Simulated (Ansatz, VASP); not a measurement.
**Two plane-wave programs on GaSb**

The input INCAR:

```
SYSTEM = GaSb
  PREC = Accurate
  ENCUT = 520
  EDIFF = 1E-6
  ISMEAR = 0
  SIGMA = 0.05
  LREAL = .FALSE.
  LASPH = .TRUE.
  NELM = 80
  ALGO = Normal
  ISIF = 2
  LWAVE = .FALSE.
  LCHARG = .FALSE.
  GGA = PE
  NBANDS = 16
```

KPOINTS

```
Automatic mesh
0
G
  10 10 10
  0 0 0
```

The input POSCAR:

```
GaSb
1.0
    0.0000000000      3.0649648817      3.0649648817
    3.0649648817      0.0000000000      3.0649648817
    3.0649648817      3.0649648817      0.0000000000
Ga Sb
1 1
Direct
    0.0000000000      0.0000000000      0.0000000000
    0.7500000000      0.7500000000      0.7500000000
```

Input for Ansatz:

```yaml
crystal:
  lattice:
    - [0.0, 3.0649648817, 3.0649648817]
    - [3.0649648817, 0.0, 3.0649648817]
    - [3.0649648817, 3.0649648817, 0.0]
  atoms:
    - { symbol: Ga, position: [0.0, 0.0, 0.0] }
    - { symbol: Sb, position: [0.75, 0.75, 0.75] }
basis:
  ecutwfc: 420
  ecutrho_ratio: 4
kpoints:
  mp_grid: { grid: [10, 10, 10] }
hamiltonian:
  xc: pbe
scf:
  occupations: { method: gaussian, width: 0.05 }
output:
  forces: true
  stress: true
  eigenvalues: true
```

Alike in both runs: task single point; functional PBE; k mesh 10 × 10 × 10; occupations gaussian, width 0.05 eV; no spin polarisation.

|  | VASP | Ansatz |
| --- | --- | --- |
| version | VASP 6.6.1 | Ansatz 0.2.0 |
| potentials or method | VASP PAW PBE potentials, release 64 (Ga_d, Sb), cutoff 520 eV | scalar-relativistic, plane waves, PAW |
| valence electrons in the cell | 18 | 28 |

```tsv
	VASP	Ansatz	Ansatz less VASP
gap on the k mesh at the Fermi level (eV)	none	none	-
pressure (GPa)	2.1	2.0	-0.07
```

A gap of «none» marks a metal or a gap that the smearing closes. The functional is the same, so the differences come from potentials, cutoffs and numerics. VASP's potentials hold 18 valence electrons a cell and Ansatz's 28, so a difference there can come from the potentials and not from the codes.

Neither program's run includes spin-orbit coupling.
